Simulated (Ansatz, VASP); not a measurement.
# Two plane-wave programs on AlRu

```
Al Ru
1.0
     2.97152    0.00000    0.00000
     0.00000    2.97152    0.00000
     0.00000    0.00000    2.97152
Al Ru
1 1
Cartesian
  0.0000 0.0000 0.0000
  1.4858 1.4858 1.4858
```

Change from the starting cell: volume scaled by 0.98, ions relaxed.

Alike in both runs: functional PBE; k mesh 16 × 16 × 16; occupations fermi-dirac, width 0.05 eV; no spin polarisation.

Ansatz relaxed the structure, and its values are those at the end. VASP's run is a single point on that final structure, the one shown.

```csv
,VASP,Ansatz
version,VASP 6.6.1,Ansatz 0.2.0
potentials or method,"VASP PAW PBE potentials, release 64 (Al, Ru_pv)","plane-wave PAW, scalar-relativistic"
plane-wave cutoff (eV),520,420
valence electrons in the cell,17,19
```

|  | VASP | Ansatz | Ansatz less VASP |
| --- | --- | --- | --- |
| pressure (GPa) | 7.1 | 7.1 | +0.02 |

VASP's potentials hold 17 valence electrons a cell and Ansatz's 19, so a difference there can come from the potentials and not from the codes. Ansatz's warnings: stress scf threshold loose.
